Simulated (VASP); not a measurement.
# GaN (P-6m2) in VASP: notebook

GaN is run at these levels: PBE; tasks: single point, relaxation of cell and atoms.

All numbers are computed with VASP 6.6.1; they aren't measurements. Logs are shortened: lines on timing, memory, paths and dates and some standing lists are left out, and cuts for length are marked.

## (1) The cell of the first run

It takes space group P-6m2 (No. 187, hexagonal). Conventional cell: a = 3.003 Å, b = 3.003 Å, c = 2.675 Å, α = 90.00°, β = 90.00°, γ = 120.00°. Within 3.1 Å of Ga (site symmetry -6m2) lie 6 N at 2.19 Å and 8 Ga at 2.67 to 3.00 Å. N (site symmetry -6m2) has 6 Ga at 2.19 Å and 8 N at 2.67 to 3.00 Å within 3.1 Å.

The cell was built from a structure type or drawn by symmetry, and may not be a known phase.

## (2) Single point, PBE

The input, INCAR:

```
SYSTEM = GaN
PREC = Accurate ; ENCUT = 520
EDIFF = 1E-7 ; ISMEAR = 0
SIGMA = 0.1 ; LREAL = .FALSE.
LASPH = .TRUE. ; NELM = 100
ALGO = Normal ; ISIF = 2
LWAVE = .FALSE. ; LCHARG = .TRUE.
GGA = PE ; LELF = .TRUE.
LVHAR = .TRUE. ; NBANDS = 16
```

The input, KPOINTS:

```
regular mesh
0
G
  6 6 4
  0 0 0
```

The input, POSCAR:

```
GaN
1.0
    3.0027301774     -0.0000000033      0.0000000000
   -1.5013650859      2.6004406160      0.0000000000
    0.0000000000      0.0000000000      2.6745605730
Ga N
1 1
Direct
    0.0000000000      0.0000000000      0.5000000000
    0.6666666667      0.3333333333      0.0000000000
```

Potentials or basis: VASP PAW PBE potentials, release 64 (Ga_d, N).

On the command line:

```console
> cat potpaw_PBE.64/Ga_d/POTCAR potpaw_PBE.64/N/POTCAR > POTCAR
> mpirun -np 1 vasp_std > vasp.out
```

OUTCAR:

```text
SYSTEM = GaN
   PREC = Accurate
   ENCUT = 520
   EDIFF = 1E-7
   ISMEAR = 0
   LREAL = .FALSE.
   LASPH = .TRUE.
   NELM = 100
   ISIF = 2
   GGA = PE

 ion  position               nearest neighbor table
   1  0.000  0.000  0.500-   2 2.19   2 2.19   2 2.19   2 2.19   2 2.19   2 2.19
   2  0.667  0.333  0.000-   1 2.19   1 2.19   1 2.19   1 2.19   1 2.19   1 2.19

  LATTYP: Found a hexagonal cell.
 ALAT       =     3.0027301774
 C/A-ratio  =     0.8907095926

  Lattice vectors:

 A1 = (   3.0027301774,  -0.0000000033,   0.0000000000)
 A2 = (  -1.5013650859,   2.6004406160,   0.0000000000)
 A3 = (   0.0000000000,   0.0000000000,   2.6745605730)

Analysis of symmetry for initial positions (statically):
=====================================================================
 Subroutine PRICEL returns:
 Original cell was already a primitive cell.

 Routine SETGRP: Setting up the symmetry group for a
 hexagonal supercell.

 Subroutine GETGRP returns: Found 12 space group operations
 (whereof 12 operations were pure point group operations)
 out of a pool of 24 trial point group operations.

The static configuration has the point symmetry D_3h.

Analysis of symmetry for dynamics (positions and initial velocities):
=====================================================================
 Subroutine PRICEL returns:
 Original cell was already a primitive cell.

 Routine SETGRP: Setting up the symmetry group for a
 hexagonal supercell.

 Subroutine GETGRP returns: Found 12 space group operations
 (whereof 12 operations were pure point group operations)
 out of a pool of 24 trial point group operations.

The dynamic configuration has the point symmetry D_3h.

 Subroutine INISYM returns: Found 12 space group operations
 (whereof 12 operations are pure point group operations),
 and found     1 'primitive' translations

----------------------------------------------------------------------------------------

                                     Primitive cell

  volume of cell :      20.8841

  direct lattice vectors                    reciprocal lattice vectors
     3.002730177 -0.000000003  0.000000000     0.333030256  0.192275108  0.000000000
    -1.501365086  2.600440616  0.000000000     0.000000000  0.384550216  0.000000000
     0.000000000  0.000000000  2.674560573     0.000000000  0.000000000  0.373893196

  length of vectors
     3.002730177  3.002730177  2.674560573     0.384550216  0.384550216  0.373893196

  position of ions in fractional coordinates (direct lattice)
     0.000000000  0.000000000  0.500000000
     0.666666667  0.333333333  0.000000000

  ion indices of the primitive-cell ions
   primitive index   ion index
                 1           1
                 2           2

----------------------------------------------------------------------------------------

 KPOINTS: regular mesh

Automatic generation of k-mesh.
 Grid dimensions read from file:
 generate k-points for:    6    6    4

 Generating k-lattice:

  Cartesian coordinates                     Fractional coordinates (reciprocal lattice)
     0.055505043  0.032045851  0.000000000     0.166666667 -0.000000000  0.000000000
     0.000000000  0.064091703  0.000000000     0.000000000  0.166666667  0.000000000
     0.000000000  0.000000000  0.093473299     0.000000000  0.000000000  0.250000000

  Length of vectors
     0.064091703  0.064091703  0.093473299

  Shift w.r.t. Gamma in fractional coordinates (k-lattice)
     0.000000000  0.000000000  0.000000000

 Subroutine IBZKPT returns following result:
 ===========================================

 Found     21 irreducible k-points:

 Following reciprocal coordinates:
            Coordinates               Weight
  0.000000  0.000000  0.000000      1.000000
  0.166667  0.000000  0.000000      6.000000
  0.333333 -0.000000  0.000000      6.000000
  0.500000 -0.000000  0.000000      3.000000
  0.166667  0.166667  0.000000      6.000000
  0.333333  0.166667  0.000000     12.000000
[... 13 lines left out ...]
  0.333333  0.166667  0.500000     12.000000
  0.333333  0.333333  0.500000      2.000000
   k-points           NKPTS =     21   k-points in BZ     NKDIM =     21   number of bands    NBANDS=     16
   number of dos      NEDOS =    301   number of ions     NIONS =      2
   total plane-waves  NPLWV =  11520
   dimension x,y,z NGX =    24 NGY =   24 NGZ =   20
   dimension x,y,z NGXF=    48 NGYF=   48 NGZF=   40
   ions per type =               1   1
   NGX,Y,Z   is equivalent  to a cutoff of  13.29, 13.29, 12.43 a.u.
   NGXF,Y,Z  is equivalent  to a cutoff of  26.58, 26.58, 24.86 a.u.
 SYSTEM =  GaN
   PREC   = accura    normal or accurate (medium, high low for compatibility)
   ISTART =      0    job   : 0-new  1-cont  2-samecut
   ICHARG =      2    charge: 1-file 2-atom 10-const
   ISPIN  =      1    spin polarized calculation?
   LNONCOLLINEAR =      F non collinear calculations
   LSORBIT =      F    spin-orbit coupling
   LASPH  =      T    aspherical Exc in radial PAW
   ENCUT  =  520.0 eV  38.22 Ry    6.18 a.u.   5.58  5.58  4.97*2*pi/ulx,y,z
   NELM   =    100;   NELMIN=  2; NELMDL= -5     # of ELM steps
   EDIFF  = 0.1E-06   stopping-criterion for ELM
   LREAL  =      F    real-space projection
   EDIFFG = 0.1E-05   stopping-criterion for IOM
   NSW    =      0    number of steps for IOM
   IBRION =     -1    ionic relax: 0-MD 1-quasi-New 2-CG
   NFREE  =      0    steps in history (QN), initial steepest desc. (CG)
   ISIF   =      2    stress and relaxation
   ISYM   =      2    0-nonsym 1-usesym 2-fastsym
   POTIM  = 0.5000    time-step for ionic-motion
   TEBEG  =    0.0;   TEEND  =   0.0 temperature during run
   PSTRESS=    0.0 pullay stress
   NELECT =      18.0000    total number of electrons
   NUPDOWN=      -1.0000    fix difference up-down
   EMIN   =  10.00;   EMAX   =-10.00  energy-range for DOS
   EFERMI =   0.00;   METHOD = LEGACY
   ISMEAR =     0;   SIGMA  =   0.10  broadening in eV -4-tet -1-fermi 0-gaus
   EFERMI_NEDOS =   21; number of points for ismear=-14 and -15
   IALGO  =     38    algorithm
   IMIX   =      4    mixing-type and parameters
     AMIX     =   0.40;   BMIX     =  1.00
     AMIX_MAG =   1.60;   BMIX_MAG =  1.00
  volume/ion in A,a.u.               =      10.44        70.47
  Fermi-wavevector in a.u.,A,eV,Ry     =   1.557975  2.944146 33.025225  2.427286
  Thomas-Fermi vector in A             =   2.661547
   LORBIT       =      0    0 simple, 1 ext, 2 COOP (PROOUT), +10 PAW based schemes
   GGA     = PE    functional components
   LHFCALC =     F    Hartree Fock is set to
   AEXX    =    0.0000 exact exchange contribution
   IVDW    =     0    specifies the selected vdW correction
   LEPSILON=     F    determine dielectric tensor
   LRPA    =     F    only Hartree local field effects (RPA)
 non-spin polarized calculation
 Gauss-broadening in eV      SIGMA  =   0.10
  energy-cutoff  :      520.00
  volume of cell :       20.88
 maximum number of plane-waves:       574
 NGX is ok and might be reduce to    24
   NGX = 11   NGY = 11   NGZ =  9

 number of electron      18.0000007 magnetization

 Free energy of the ion-electron system (eV)
  ---------------------------------------------------
  ext. energy  EPLUGINS =         0.00000000
  ---------------------------------------------------
  free energy    TOTEN  =       -10.23982264 eV

  energy without entropy =      -10.23359012  energy(sigma->0) =      -10.23670638

 E-fermi :   7.2960     XC(G=0): -12.4954

 val. band max:        7.2138499027   @ k =   0.3333   0.1667   0.5000
 cond. band min:       7.3635953946   @ k =   0.3333   0.1667   0.0000
 fundamental gap:      0.1497454918
 Fermi energy:         7.2960030907

 k-point     1 :       0.0000    0.0000    0.0000
  band No.  band energies     occupation
      1      -9.8231      2.00000
      2      -7.6132      2.00000
      3      -7.4328      2.00000
      4      -7.4328      2.00000
      5      -7.1275      2.00000
      6      -7.1275      2.00000
[... 8 lines left out ...]
     15      22.9174      0.00000
     16      28.5155      0.00000

 k-point     2 :       0.1667    0.0000    0.0000
  band No.  band energies     occupation
      1      -9.4417      2.00000
      2      -7.5992      2.00000
      3      -7.3864      2.00000
      4      -7.3713      2.00000
      5      -7.1642      2.00000
      6      -7.1333      2.00000
[... 8 lines left out ...]
     15      24.3296      0.00000
     16      28.4554      0.00000

 k-point     3 :       0.3333   -0.0000    0.0000
  band No.  band energies     occupation
      1      -8.6723      2.00000
      2      -7.5904      2.00000
      3      -7.2437      2.00000
      4      -7.2353      2.00000
      5      -7.1450      2.00000
      6      -6.9937      2.00000
[... 8 lines left out ...]
     15      25.5401      0.00000
     16      29.6123      0.00000

 k-point     4 :       0.5000   -0.0000    0.0000
  band No.  band energies     occupation
      1      -8.3894      2.00000
      2      -7.5777      2.00000
      3      -7.2699      2.00000
      4      -7.1776      2.00000
      5      -7.1508      2.00000
      6      -6.3861      2.00000
[... 8 lines left out ...]
     15      27.4986      0.00000
     16      29.5669      0.00000

 k-point     5 :       0.1667    0.1667    0.0000
  band No.  band energies     occupation
      1      -8.8526      2.00000
      2      -7.5867      2.00000
      3      -7.3504      2.00000
      4      -7.2119      2.00000
      5      -7.1480      2.00000
      6      -7.0950      2.00000
[... 8 lines left out ...]
     15      25.2589      0.00000
     16      28.3179      0.00000

 k-point     6 :       0.3333    0.1667    0.0000
  band No.  band energies     occupation
      1      -8.3763      2.00000
      2      -7.5729      2.00000
      3      -7.2726      2.00000
      4      -7.2541      2.00000
      5      -7.1666      2.00000
      6      -6.3751      2.00000
[... 8 lines left out ...]
     15      25.8149      0.00000
     16      27.6379      0.00000

 k-point     7 :       0.3333    0.3333    0.0000
  band No.  band energies     occupation
      1      -8.2589      2.00000
      2      -7.5628      2.00000
      3      -7.3054      2.00000
      4      -7.2484      2.00000
      5      -7.1924      2.00000
      6      -5.9260      2.00000
[... 8 lines left out ...]
     15      25.3147      0.00000
     16      25.4068      0.00000

 k-point     8 :       0.0000    0.0000    0.2500
  band No.  band energies     occupation
      1      -8.8441      2.00000
      2      -7.4389      2.00000
      3      -7.3965      2.00000
      4      -7.3965      2.00000
      5      -7.2413      2.00000
      6      -7.2413      2.00000
[... 8 lines left out ...]
     15      24.9631      0.00000
     16      24.9631      0.00000

 k-point     9 :       0.1667    0.0000    0.2500
  band No.  band energies     occupation
      1      -8.6260      2.00000
      2      -7.4257      2.00000
      3      -7.3586      2.00000
      4      -7.3451      2.00000
      5      -7.2507      2.00000
      6      -7.1080      2.00000
[... 8 lines left out ...]
     15      25.1836      0.00000
     16      26.6542      0.00000
[... 115 lines left out ...]
 k-point    16 :       0.1667    0.0000    0.5000
  band No.  band energies     occupation
      1      -7.9141      2.00000
      2      -7.3979      2.00000
      3      -7.3791      2.00000
      4      -7.3036      2.00000
      5      -7.2129      2.00000
      6      -6.3272      2.00000
[... 8 lines left out ...]
     15      25.2615      0.00000
     16      25.2648      0.00000

 k-point    17 :       0.3333   -0.0000    0.5000
  band No.  band energies     occupation
      1      -8.2227      2.00000
      2      -7.4766      2.00000
      3      -7.4211      2.00000
      4      -7.2020      2.00000
      5      -7.0620      2.00000
      6      -5.1411      2.00000
[... 8 lines left out ...]
     15      26.4916      0.00000
     16      28.0517      0.00000

 k-point    18 :       0.5000   -0.0000    0.5000
  band No.  band energies     occupation
      1      -8.3129      2.00000
      2      -7.5156      2.00000
      3      -7.4420      2.00000
      4      -7.1502      2.00000
      5      -6.9949      2.00000
      6      -4.4628      2.00000
[... 8 lines left out ...]
     15      26.9725      0.00000
     16      30.2723      0.00000

 k-point    19 :       0.1667    0.1667    0.5000
  band No.  band energies     occupation
      1      -8.1521      2.00000
      2      -7.4326      2.00000
      3      -7.4189      2.00000
      4      -7.2765      2.00000
      5      -7.0892      2.00000
      6      -5.4417      2.00000
[... 8 lines left out ...]
     15      26.1950      0.00000
     16      27.0906      0.00000

 k-point    20 :       0.3333    0.1667    0.5000
  band No.  band energies     occupation
      1      -8.2717      2.00000
      2      -7.5005      2.00000
      3      -7.4484      2.00000
      4      -7.2136      2.00000
      5      -7.0072      2.00000
      6      -4.4753      2.00000
[... 8 lines left out ...]
     15      27.6168      0.00000
     16      28.8796      0.00000

 k-point    21 :       0.3333    0.3333    0.5000
  band No.  band energies     occupation
      1      -8.2590      2.00000
      2      -7.5778      2.00000
      3      -7.3731      2.00000
      4      -7.2652      2.00000
      5      -7.0027      2.00000
      6      -4.1096      2.00000
[... 8 lines left out ...]
     15      28.0604      0.00000
     16      30.1407      0.00000

------------------------ aborting loop because EDIFF is reached ----------------------------------------

  FORCE on cell =-STRESS in cart. coord.  units (eV):
  Direction    XX          YY          ZZ          XY          YZ          ZX
  --------------------------------------------------------------------------------------
  -------------------------------------------------------------------------------------
  Total        0.0915193      0.0915193      0.0950888     -0.0000000     -0.0000000      0.0000000
  in kB        7.0211418      7.0211418      7.2949817     -0.0000000     -0.0000000      0.0000000
  external PRESSURE =       7.1124218 kB  Pullay stress =       0.0000000 kB

 VOLUME and BASIS-vectors are now :
 -----------------------------------------------------------------------------
  energy-cutoff  :      520.00
  volume of cell :       20.88
      direct lattice vectors                 reciprocal lattice vectors
     3.002730177 -0.000000003  0.000000000     0.333030256  0.192275108  0.000000000
    -1.501365086  2.600440616  0.000000000     0.000000000  0.384550216  0.000000000
     0.000000000  0.000000000  2.674560573     0.000000000  0.000000000  0.373893196

 POSITION                                       TOTAL-FORCE (eV/Angst)
 -----------------------------------------------------------------------------------
      0.00000      0.00000      1.33728         0.000000     -0.000000      0.000000
      1.50137      0.86681      0.00000        -0.000000      0.000000      0.000000
 -----------------------------------------------------------------------------------
    total drift:                               -0.000002      0.000001      0.000000

  FREE ENERGIE OF THE ION-ELECTRON SYSTEM (eV)
  ---------------------------------------------------
  free  energy   TOTEN  =       -10.2398226412 eV

  energy  without entropy=      -10.2335901229  energy(sigma->0) =      -10.23670638
```

Run time: 6.8 s. Hardware: 1 thread of Intel Xeon 8259CL, shared host; peak memory 0.13 GiB.

What came out:

```yaml
Free_energy: -10.2398 eV
Pressure: 0.7 GPa
Band_gap_on_the_k_mesh: zero (bands 9 and 10 overlap by 0.97 eV)
```

Caveat: the k points lie up to 0.59 Å⁻¹ apart, too coarse for converged energies and pressures of a metal.

[end of part 1 of 2]
